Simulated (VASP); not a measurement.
Ge:

```
Ge
1.0
    -2.46217    2.61504    1.41753
     2.46217   -2.61504    1.41753
     2.46217    2.61504   -1.41753
Ge
2
Direct
  0.31406 0.06406 0.25000
  0.68594 0.93594 0.75000
```

This cell differs from its parent crystal: volume scaled by 0.96.

Base run:

- Program: VASP 6.6.1
- Functional: PBEsol
- Potentials or basis: VASP PAW PBE potentials, release 64 (Ge_d)
- Cutoff: 520 eV
- k mesh: 11 × 11 × 11
- Occupations: fermi-dirac, width 0.05 eV
- Spin: no spin polarisation

Its results: band gap on the k mesh zero (band 14 reaches 9.08 eV, above the bottom of band 15 at 3.53 eV); pressure 0.5 GPa; largest force 0.055 eV/Å.

The run is repeated on the same cell with these changes: functional from PBEsol to LDA; potentials or basis from VASP PAW PBE potentials, release 64 (Ge_d) to VASP PAW LDA potentials, release 64 (Ge_d). What comes out?

Band gap on the k mesh zero (band 14 reaches 8.89 eV, above the bottom of band 15 at 3.44 eV); pressure -1.4 GPa; largest force 0.065 eV/Å.

Caveats: the PAW data sets were made with another functional, which shifts forces and pressure a little (some runs).
